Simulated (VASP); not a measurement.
# Si3H2C4 in VASP: a series of runs, part 3 of 4

VASP 6.6.1. The steps go on from the part before.

## Step 4: Single point, PBEsol

INCAR

```
SYSTEM = Si3H2C4
PREC = Accurate ; ENCUT = 520
EDIFF = 1E-6 ; ISMEAR = 0
SIGMA = 0.05 ; LREAL = Auto
LASPH = .True. ; NELM = 100
ALGO = Normal ; ISIF = 2
LWAVE = .False. ; LCHARG = .False.
LDIPOL = .True. ; IDIPOL = 3
DIPOL = 0.5 0.5 0.351 ; GGA = PS
NBANDS = 45
```

KPOINTS

```
regular mesh
0
Gamma
  4 8 1
  0 0 0
```

POSCAR

```
Si3H2C4
1.0
    6.1612406585      0.0000000000      0.0000000000
    0.0000000000      3.0806203293      0.0000000000
    0.0000000000      0.0000000000     20.0373883794
C Si H
8 6 4
Direct
    0.5000000000      0.5000000000      0.2321862369
    0.0000000000      0.5000000000      0.2321862369
    0.7500000000      0.0000000000      0.3408993827
    0.2500000000      0.0000000000      0.3408993827
   -0.0086564440      0.5000000000      0.4611918401
    0.5064512572      0.5000000000      0.4425770203
    0.3889569492      0.0000000000      0.5395091369
    0.6058958069      0.0000000000      0.5606695792
    0.2500000000      0.5000000000      0.2865428098
    0.7500000000      0.5000000000      0.2865428098
    0.5020977303      0.0000000000      0.3922319568
   -0.0049356097      0.0000000000      0.4004739180
    0.7137464692      0.5000000000      0.5138552549
    0.2696917510      0.5000000000      0.5023481677
    0.5000000000      0.2248963861      0.1983620084
    0.5000000000      0.7751036139      0.1983620084
    0.0000000000      0.7747262802      0.1982371399
    0.0000000000      0.2252737198      0.1982371399
```

Potentials or basis: VASP PAW PBE potentials, release 64 (C, Si, H).

The run is started by

```sh
> cat potpaw_PBE.64/C/POTCAR potpaw_PBE.64/Si/POTCAR potpaw_PBE.64/H/POTCAR > POTCAR
> mpirun -np 1 vasp_std > vasp.out
```

OUTCAR:

```text
SYSTEM = Si3H2C4
   PREC = Accurate
   ENCUT = 520
   EDIFF = 1E-6
   ISMEAR = 0
   LREAL = Auto
   LASPH = .True.
   NELM = 100
   ISIF = 2
   GGA = PS

 ion  position               nearest neighbor table
   1  0.500  0.500  0.232-  15 1.09  16 1.09   9 1.89  10 1.89
   2  0.000  0.500  0.232-  17 1.09  18 1.09   9 1.89  10 1.89
   3  0.750  0.000  0.341-  11 1.84  10 1.89  10 1.89  12 1.92
   4  0.250  0.000  0.341-  11 1.86   9 1.89   9 1.89  12 1.97
   5  0.991  0.500  0.461-  14 1.90  12 1.96  12 1.96  13 2.01
   6  0.506  0.500  0.443-  11 1.84  11 1.84  14 1.89  13 1.92
   7  0.389  0.000  0.540-   8 1.40  14 1.86  14 1.86  13 2.58  13 2.58
   8  0.606  0.000  0.561-   7 1.40  13 1.92  13 1.92
   9  0.250  0.500  0.287-   1 1.89   2 1.89   4 1.89   4 1.89  11 3.04  11 3.04  10 3.08  10 3.08

  10  0.750  0.500  0.287-   1 1.89   2 1.89   3 1.89   3 1.89  11 3.03  11 3.03   9 3.08   9 3.08
                            12 3.14  12 3.14
  11  0.502  0.000  0.392-   3 1.84   6 1.84   6 1.84   4 1.86  10 3.03  10 3.03  12 3.04   9 3.04
                             9 3.04  14 3.05  14 3.05  12 3.13
  12  0.995  0.000  0.400-   3 1.92   5 1.96   5 1.96   4 1.97  11 3.04  14 3.07  14 3.07  11 3.13
                            10 3.14  10 3.14
  13  0.714  0.500  0.514-   6 1.92   8 1.92   8 1.92   5 2.01   7 2.58   7 2.58  14 2.75
  14  0.270  0.500  0.502-   7 1.86   7 1.86   6 1.89   5 1.90  13 2.75  11 3.05  11 3.05  12 3.07
                            12 3.07
  15  0.500  0.225  0.198-   1 1.09
  16  0.500  0.775  0.198-   1 1.09
  17  0.000  0.775  0.198-   2 1.09
  18  0.000  0.225  0.198-   2 1.09

  LATTYP: Found a simple orthorhombic cell.
 ALAT       =     3.0806203293
 B/A-ratio  =     2.0000000000
 C/A-ratio  =     6.5043355680

  Lattice vectors:

 A1 = (   0.0000000000,  -3.0806203293,   0.0000000000)
 A2 = (   6.1612406585,   0.0000000000,   0.0000000000)
 A3 = (   0.0000000000,   0.0000000000,  20.0373883794)

Analysis of symmetry for initial positions (statically):
=====================================================================
 Subroutine PRICEL returns:
 Original cell was already a primitive cell.

 Routine SETGRP: Setting up the symmetry group for a
 simple orthorhombic supercell.

 Subroutine GETGRP returns: Found  2 space group operations
 (whereof  2 operations were pure point group operations)
 out of a pool of  8 trial point group operations.

The static configuration has the point symmetry C_1h.

Analysis of symmetry for dynamics (positions and initial velocities):
=====================================================================
 Subroutine PRICEL returns:
 Original cell was already a primitive cell.

 Routine SETGRP: Setting up the symmetry group for a
 simple orthorhombic supercell.

 Subroutine GETGRP returns: Found  2 space group operations
 (whereof  2 operations were pure point group operations)
 out of a pool of  8 trial point group operations.

The dynamic configuration has the point symmetry C_1h.

 Subroutine INISYM returns: Found  2 space group operations
 (whereof  2 operations are pure point group operations),
 and found     1 'primitive' translations

----------------------------------------------------------------------------------------

                                     Primitive cell

  volume of cell :     380.3185

  direct lattice vectors                    reciprocal lattice vectors
[... 98 lines left out ...]
   NGXF,Y,Z  is equivalent  to a cutoff of  25.90, 25.90, 24.89 a.u.
 SYSTEM =  Si3H2C4
   PREC   = accura    normal or accurate (medium, high low for compatibility)
   ISTART =      0    job   : 0-new  1-cont  2-samecut
   ICHARG =      2    charge: 1-file 2-atom 10-const
   ISPIN  =      1    spin polarized calculation?
   LNONCOLLINEAR =      F non collinear calculations
   LSORBIT =      F    spin-orbit coupling
   LASPH  =      T    aspherical Exc in radial PAW
   ENCUT  =  520.0 eV  38.22 Ry    6.18 a.u.  11.46  5.73 37.26*2*pi/ulx,y,z
   NELM   =    100;   NELMIN=  2; NELMDL= -5     # of ELM steps
   EDIFF  = 0.1E-05   stopping-criterion for ELM
   LREAL  =      T    real-space projection
   EDIFFG = 0.1E-04   stopping-criterion for IOM
   NSW    =      0    number of steps for IOM
   IBRION =     -1    ionic relax: 0-MD 1-quasi-New 2-CG
   NFREE  =      0    steps in history (QN), initial steepest desc. (CG)
   ISIF   =      2    stress and relaxation
   ISYM   =      2    0-nonsym 1-usesym 2-fastsym
   POTIM  = 0.5000    time-step for ionic-motion
   TEBEG  =    0.0;   TEEND  =   0.0 temperature during run
   PSTRESS=    0.0 pullay stress
   NELECT =      60.0000    total number of electrons
   NUPDOWN=      -1.0000    fix difference up-down
   EMIN   =  10.00;   EMAX   =-10.00  energy-range for DOS
   EFERMI =   0.00;   METHOD = LEGACY
   ISMEAR =     0;   SIGMA  =   0.05  broadening in eV -4-tet -1-fermi 0-gaus
   EFERMI_NEDOS =   21; number of points for ismear=-14 and -15
   IALGO  =     38    algorithm
   IMIX   =      4    mixing-type and parameters
     AMIX     =   0.40;   BMIX     =  1.00
     AMIX_MAG =   1.60;   BMIX_MAG =  1.00
  volume/ion in A,a.u.               =      21.13       142.58
  Fermi-wavevector in a.u.,A,eV,Ry     =   0.884591  1.671636 10.646588  0.782502
  Thomas-Fermi vector in A             =   2.005512
   LORBIT       =      0    0 simple, 1 ext, 2 COOP (PROOUT), +10 PAW based schemes
   GGA     = PS    functional components
   LHFCALC =     F    Hartree Fock is set to
   AEXX    =    0.0000 exact exchange contribution
   IVDW    =     0    specifies the selected vdW correction
   LEPSILON=     F    determine dielectric tensor
   LRPA    =     F    only Hartree local field effects (RPA)
 non-spin polarized calculation
 Gauss-broadening in eV      SIGMA  =   0.05
  energy-cutoff  :      520.00
  volume of cell :      380.32
 maximum number of plane-waves:     10275
 NGX is ok and might be reduce to    48
   NGX = 23   NGY = 11   NGZ = 75

 dipolmoment           0.000000      0.000000     -0.005920 electrons x Angstroem

 number of electron      59.9999999 magnetization

 dipolmoment           0.000000      0.000000      0.167850 electrons x Angstroem

 Free energy of the ion-electron system (eV)
  ---------------------------------------------------
  ext. energy  EPLUGINS =         0.00000000
  ---------------------------------------------------
  free energy    TOTEN  =      -123.30727365 eV

  energy without entropy =     -123.30466456  energy(sigma->0) =     -123.30596910

 E-fermi :   1.0078     XC(G=0):  -5.2963

 val. band max:        0.9783164685   @ k =   0.2500   0.0000   0.0000
 cond. band min:       1.0400642119   @ k =   0.2500   0.5000   0.0000
 fundamental gap:      0.0617477434
 Fermi energy:         1.0078278640

 k-point     1 :       0.0000    0.0000    0.0000
  band No.  band energies     occupation
      1     -15.7940      2.00000
      2     -14.8236      2.00000
      3     -13.4638      2.00000
      4     -12.5786      2.00000
      5     -12.2849      2.00000
      6     -12.2383      2.00000
[... 664 lines left out ...]
     41       5.9611      0.00000
     42       6.5304      0.00000
 [bands above 42 left out]

------------------------ aborting loop because EDIFF is reached ----------------------------------------

 vacuum level on the upper side and lower side of the slab       (xc-potential included)         0.603        -0.939

  FORCE on cell =-STRESS in cart. coord.  units (eV):
  Direction    XX          YY          ZZ          XY          YZ          ZX
  --------------------------------------------------------------------------------------
  -------------------------------------------------------------------------------------
  Total       -4.1080444     13.0451396     -4.3738502      0.0000000      0.0000000      0.0009086
  in kB      -17.3060618     54.9555867    -18.4258284      0.0000000      0.0000000      0.0038275
  external PRESSURE =       6.4078988 kB  Pullay stress =       0.0000000 kB

 VOLUME and BASIS-vectors are now :
 -----------------------------------------------------------------------------
  energy-cutoff  :      520.00
  volume of cell :      380.32
      direct lattice vectors                 reciprocal lattice vectors
     6.161240658  0.000000000  0.000000000     0.162304973  0.000000000  0.000000000
     0.000000000  3.080620329  0.000000000     0.000000000  0.324609946  0.000000000
     0.000000000  0.000000000 20.037388379     0.000000000  0.000000000  0.049906703

 POSITION                                       TOTAL-FORCE (eV/Angst)
 -----------------------------------------------------------------------------------
      3.08062      1.54031      4.65241         0.003082      0.000000      0.742616
      0.00000      1.54031      4.65241        -0.001340      0.000000      0.547908
      4.62093      0.00000      6.83073         0.880809      0.000000     -0.208531
      1.54031      0.00000      6.83073        -0.878689      0.000000      0.398045
      6.10791      1.54031      9.24108        -0.001530      0.000000      0.023815
      3.12037      1.54031      8.86809        -0.003501      0.000000     -0.006144
[... 10 lines left out ...]
      0.00000      2.38664      3.97215         0.002243      0.027093     -0.022223
      0.00000      0.69398      3.97215         0.002243     -0.027093     -0.022223
 -----------------------------------------------------------------------------------
    total drift:                                0.002776      0.000000     -0.007154

  FREE ENERGIE OF THE ION-ELECTRON SYSTEM (eV)
  ---------------------------------------------------
  free  energy   TOTEN  =      -123.3072736471 eV

  energy  without entropy=     -123.3046645617  energy(sigma->0) =     -123.30596910

 vacuum level on the upper side and lower side of the slab         5.649         4.065
```

Wall time 5 min (1 thread of Intel Xeon 6975P-C (Granite Rapids), shared host); peak memory 0.51 GiB.

Results:

```
Free energy            : -123.3073 eV
Largest force          : 2.604 eV/Å
Band gap on the k mesh : zero (bands 30 and 31 overlap by 0.32 eV)
```

Forces in eV/Å, atoms in the order of the input:
```
C    0.003  0.000  0.743
C   -0.001  0.000  0.548
C    0.881  0.000 -0.209
C   -0.879  0.000  0.398
C   -0.002  0.000  0.024
C   -0.004  0.000 -0.006
C   -0.056  0.000  2.202
C    0.058  0.000 -2.603
Si  -0.468  0.000 -0.465
Si   0.465  0.000 -0.511
Si  -0.001  0.000  0.003
Si   0.001  0.000 -0.008
Si   0.027  0.000 -0.017
Si  -0.028  0.000 -0.007
H   -0.001 -0.028 -0.024
H   -0.001  0.028 -0.024
H    0.002  0.027 -0.022
H    0.002 -0.027 -0.022
```

Caveat: the PAW data sets were made with another functional, which shifts forces and pressure a little.

[end of part 3 of 4]

The gap in the log of VASP goes by the Fermi energy; the results here count the filled bands.